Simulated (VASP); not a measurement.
# HfSiO4 (I4_1/amd) in VASP: a series of runs, part 3 of 3

VASP 6.6.1. The steps go on from the part before.

## 4. Single point, PBE

This run uses another cell than the first one, of 11.07 Å³/atom, 1.031 times its volume.

Input file INCAR:

```
SYSTEM = HfSiO4
  PREC = Accurate
  ENCUT = 520
  EDIFF = 1E-6
  ISMEAR = 1
  SIGMA = 0.02
  LREAL = .FALSE.
  LASPH = .TRUE.
  NELM = 100
  ALGO = Normal
  ISIF = 2
  LWAVE = .FALSE.
  LCHARG = .TRUE.
  GGA = PE
  LELF = .TRUE.
  LVHAR = .TRUE.
  NBANDS = 50
```

Input file KPOINTS:

```
Automatic mesh
0
G
  6 6 6
  0 0 0
```

Input file POSCAR:

```
HfSiO4
1.0
   -3.3227452087      3.3227452087      3.0072237760
    3.3227452087     -3.3227452087      3.0072237760
    3.3227452087      3.3227452087     -3.0072237760
Hf Si O
2 2 8
Direct
    0.7500000000      0.2500000000      0.5000000000
    0.0000000000      0.0000000000      0.0000000000
    0.2500000000      0.7500000000      0.5000000000
    0.5000000000      0.5000000000      0.0000000000
    0.1347369476      0.3189317719      0.8158051757
    0.0689317719      0.7531265962      0.6841948243
    0.5031265962      0.3189317719      0.1841948243
    0.0689317719      0.3847369476      0.3158051757
    0.6152630524      0.9310682281      0.6841948243
    0.6810682281      0.8652630524      0.1841948243
    0.2468734038      0.9310682281      0.3158051757
    0.6810682281      0.4968734038      0.8158051757
```

On the command line:

```sh
cat potpaw_PBE.64/Hf_pv/POTCAR potpaw_PBE.64/Si/POTCAR potpaw_PBE.64/O/POTCAR > POTCAR
mpirun -np 1 vasp_std > vasp.out
```

Wall time 2.8 min (1 thread of Intel Xeon Platinum 8375C at 2.90GHz (Ice Lake), shared host); peak memory 0.34 GiB.

Results (log left out):

* Free energy: -108.6581 eV
* Pressure: -1.6 GPa
* Largest force: 0.185 eV/Å
* Band gap on the k mesh: 5.27 eV, indirect (least direct gap 5.60 eV)

Forces on the atoms (eV/Å):
```
Hf   0.000  0.000  0.000
Hf   0.000  0.000  0.000
Si   0.000  0.000  0.000
Si   0.000  0.000  0.000
O    0.000 -0.128 -0.134
O    0.128  0.000 -0.134
O    0.000  0.128 -0.134
O   -0.128  0.000 -0.134
O    0.000  0.128  0.134
O    0.128  0.000  0.134
O    0.000 -0.128  0.134
O   -0.128  0.000  0.134
```

Stress tensor (GPa, compression positive):
```
-1.71  0.00  0.00
 0.00 -1.71  0.00
 0.00  0.00 -1.38
```

Levels at points of the mesh, in eV from the valence-band top:
| k point | band 34 | band 35 | band 36 | band 37 | band 38 | band 39 | band 40 | band 41 | band 42 | band 43 |
| --- | --- | --- | --- | --- | --- | --- | --- | --- | --- | --- |
| (0.00, 0.00, 0.00) | -0.69 | -0.60 | -0.60 | -0.53 | 0.00 | 5.60 | 5.91 | 5.96 | 6.04 | 6.04 |
| (0.50, 0.00, 0.00) | -1.11 | -0.95 | -0.80 | -0.24 | -0.22 | 5.50 | 5.66 | 6.39 | 6.54 | 6.66 |
| (0.50, 0.50, 0.00) | -0.97 | -0.89 | -0.89 | -0.58 | -0.58 | 5.28 | 5.28 | 6.35 | 6.35 | 6.35 |
| (0.50, 0.50, 0.50) | -1.29 | -1.07 | -1.07 | -0.89 | -0.89 | 6.06 | 6.06 | 6.38 | 6.38 | 6.53 |

Caveat: spin-orbit coupling is left out, which moves the levels of the heavy elements. As with any semilocal functional, this PBE gap is likely too small.

## 5. Single point, PBE

This run uses another cell than the first one, of 11.07 Å³/atom, 1.031 times its volume.

Input file INCAR:

```
SYSTEM = HfSiO4
PREC = Accurate
ENCUT = 520
EDIFF = 1E-6
ISMEAR = 0
SIGMA = 0.01
LREAL = .FALSE.
LASPH = .TRUE.
NELM = 80
ALGO = Normal
ISIF = 2
LWAVE = .FALSE.
LCHARG = .TRUE.
GGA = PE
LELF = .TRUE.
LVHAR = .TRUE.
NBANDS = 50
```

Input file KPOINTS:

```
regular mesh
0
G
  6 6 6
  0 0 0
```

POSCAR is that of step 4.

Potentials or basis: VASP PAW PBE potentials, release 64 (Hf_pv, Si, O).

On the command line:

```sh
cat potpaw_PBE.64/Hf_pv/POTCAR potpaw_PBE.64/Si/POTCAR potpaw_PBE.64/O/POTCAR > POTCAR
mpirun -np 1 vasp_std > vasp.out
```

OUTCAR:

```text
SYSTEM = HfSiO4
   PREC = Accurate
   ENCUT = 520
   EDIFF = 1E-6
   ISMEAR = 0
   LREAL = .FALSE.
   LASPH = .TRUE.
   NELM = 80
   ISIF = 2
   GGA = PE

 ion  position               nearest neighbor table
   1  0.750  0.250  0.500-   5 2.14   7 2.14  10 2.14  12 2.14   6 2.28  11 2.28   9 2.28   8 2.28
                             3 3.01   3 3.01   2 3.65   2 3.65   2 3.65   2 3.65
   2  0.000  0.000  0.000-   6 2.14   8 2.14   9 2.14  11 2.14   7 2.28  12 2.28   5 2.28  10 2.28
                             4 3.01   4 3.01   1 3.65   1 3.65   1 3.65   1 3.65
   3  0.250  0.750  0.500-   6 1.64   8 1.64   9 1.64  11 1.64   1 3.01   1 3.01
   4  0.500  0.500  0.000-   5 1.64   7 1.64  10 1.64  12 1.64   2 3.01   2 3.01
   5  0.135  0.319  0.816-   4 1.64   1 2.14   2 2.28
   6  0.069  0.753  0.684-   3 1.64   2 2.14   1 2.28
   7  0.503  0.319  0.184-   4 1.64   1 2.14   2 2.28
   8  0.069  0.385  0.316-   3 1.64   2 2.14   1 2.28
   9  0.615  0.931  0.684-   3 1.64   2 2.14   1 2.28
  10  0.681  0.865  0.184-   4 1.64   1 2.14   2 2.28
  11  0.247  0.931  0.316-   3 1.64   2 2.14   1 2.28
  12  0.681  0.497  0.816-   4 1.64   1 2.14   2 2.28

  LATTYP: Found a body centered tetragonal cell.
 ALAT       =     6.6454904174
[... 215 lines left out ...]
      2     -26.4109      2.00000
      3     -26.3508      2.00000
      4     -26.3417      2.00000
      5     -26.2561      2.00000
      6     -26.2561      2.00000
[... 1261 lines left out ...]
     49      11.6106      0.00000
     50      12.5785      0.00000

 [... further k-points ...]
[... 5 lines left out ...]
  --------------------------------------------------------------------------------------
  -------------------------------------------------------------------------------------
  Total       -1.4208804     -1.4208804     -1.1470294      0.0000000     -0.0000000      0.0000000
  in kB      -17.1414791    -17.1414791    -13.8377445      0.0000000     -0.0000000      0.0000000
  external PRESSURE =     -16.0402342 kB  Pullay stress =       0.0000000 kB

 VOLUME and BASIS-vectors are now :
 -----------------------------------------------------------------------------
  energy-cutoff  :      520.00
  volume of cell :      132.81
      direct lattice vectors                 reciprocal lattice vectors
    -3.322745209  3.322745209  3.007223776     0.000000000  0.150477984  0.166266310
     3.322745209 -3.322745209  3.007223776     0.150477984  0.000000000  0.166266310
     3.322745209  3.322745209 -3.007223776     0.150477984  0.150477984  0.000000000

 POSITION                                       TOTAL-FORCE (eV/Angst)
 -----------------------------------------------------------------------------------
     -0.00000      3.32275      1.50361        -0.000000      0.000000      0.000000
      0.00000      0.00000      0.00000        -0.000000      0.000000      0.000000
      3.32275     -0.00000      1.50361        -0.000000      0.000000      0.000000
      0.00000      0.00000      3.00722        -0.000000      0.000000      0.000000
      3.32275      2.09868     -1.08903        -0.000000     -0.127523     -0.133912
      4.54681      0.00000      0.41459         0.127523      0.000000     -0.133912
      0.00000      1.22406      1.91820        -0.000000      0.127523     -0.133912
      2.09868      0.00000      0.41459        -0.127523      0.000000     -0.133912
      3.32275      1.22406      2.59264        -0.000000      0.127523      0.133912
      1.22406      0.00000      4.09625         0.127523      0.000000      0.133912
      3.32275     -1.22406      2.59264        -0.000000     -0.127523      0.133912
      2.09868      3.32275      1.08903        -0.127523      0.000000      0.133912
 -----------------------------------------------------------------------------------
    total drift:                               -0.000000     -0.000000      0.000000

  FREE ENERGIE OF THE ION-ELECTRON SYSTEM (eV)
  ---------------------------------------------------
  free  energy   TOTEN  =      -108.6580791225 eV

  energy  without entropy=     -108.6580791225  energy(sigma->0) =     -108.65807912
```

OSZICAR:

```text
N       E                     dE             d eps       ncg     rms          rms(c)
DAV:   1     0.465124545978E+03    0.46512E+03   -0.42217E+04  3000   0.148E+03
DAV:   2    -0.947190700145E+02   -0.55984E+03   -0.54276E+03  3670   0.366E+02
DAV:   3    -0.125302589318E+03   -0.30584E+02   -0.30441E+02  3656   0.829E+01
DAV:   4    -0.125692758051E+03   -0.39017E+00   -0.38956E+00  3912   0.102E+01
DAV:   5    -0.125697777647E+03   -0.50196E-02   -0.50169E-02  3792   0.109E+00    0.675E+01
DAV:   6    -0.108734143168E+03    0.16964E+02   -0.68758E+01  3452   0.370E+01    0.557E+01
DAV:   7    -0.108687438733E+03    0.46704E-01   -0.34375E+00  3806   0.840E+00    0.399E+01
DAV:   8    -0.108714569807E+03   -0.27131E-01   -0.71256E-01  3744   0.481E+00    0.116E+01
DAV:   9    -0.108657608091E+03    0.56962E-01   -0.25644E-01  3470   0.250E+00    0.263E+00
DAV:  10    -0.108658090291E+03   -0.48220E-03   -0.12099E-02  3824   0.582E-01    0.536E-01
DAV:  11    -0.108657924665E+03    0.16563E-03   -0.11872E-03  3648   0.175E-01    0.222E-01
DAV:  12    -0.108658049510E+03   -0.12484E-03   -0.15926E-04  3584   0.598E-02    0.554E-02
DAV:  13    -0.108658078703E+03   -0.29193E-04   -0.32291E-05  3824   0.295E-02    0.506E-02
DAV:  14    -0.108658079122E+03   -0.41956E-06   -0.17771E-06  2638   0.686E-03
   1 F= -.10865808E+03 E0= -.10865808E+03  d E =-.881228E-43
```

Wall time 3 min (1 thread of Intel Xeon Platinum 8375C at 2.90GHz (Ice Lake), shared host); peak memory 0.35 GiB.

What came out:

| Property | Result |
| --- | --- |
| Free energy | -108.6581 eV |
| Pressure | -1.6 GPa |
| Largest force | 0.185 eV/Å |
| Band gap on the k mesh | 5.27 eV, indirect (least direct gap 5.60 eV) |

Forces on the atoms (eV/Å):
```
Hf   0.000  0.000  0.000
Hf   0.000  0.000  0.000
Si   0.000  0.000  0.000
Si   0.000  0.000  0.000
O    0.000 -0.128 -0.134
O    0.128  0.000 -0.134
O    0.000  0.128 -0.134
O   -0.128  0.000 -0.134
O    0.000  0.128  0.134
O    0.128  0.000  0.134
O    0.000 -0.128  0.134
O   -0.128  0.000  0.134
```

Caveat: spin-orbit coupling is left out, which moves the levels of the heavy elements.

## 6. Overview

```csv
cell,k mesh,smearing,gap on the mesh (eV),pressure (GPa),largest force (eV/Å)
"a = 5.522 Å, angles 107.0, 107.0, 114.6°, 12 atoms",4 × 4 × 4,gaussian 0.1 eV,5.41,5.8,0.53
"a = 5.579 Å, angles 106.9, 106.9, 114.8°, 12 atoms",6 × 6 × 6,gaussian 0.02 eV,5.27,-1.6,0.18
"a = 5.579 Å, angles 106.9, 106.9, 114.8°, 12 atoms",6 × 6 × 6,methfessel-paxton 0.02 eV,5.27,-1.6,0.18
"a = 5.579 Å, angles 106.9, 106.9, 114.8°, 12 atoms",6 × 6 × 6,gaussian 0.01 eV,5.27,-1.6,0.18
```

Alike in all rows: task single point; level PBE; potentials or basis VASP PAW PBE potentials, release 64 (Hf_pv, Si, O); no spin polarisation; cutoff (eV) 520.

Caveats: spin-orbit coupling is left out, which moves the levels of the heavy elements.

Total energies depend on the potentials used, so only differences within one code and one set of settings carry meaning.
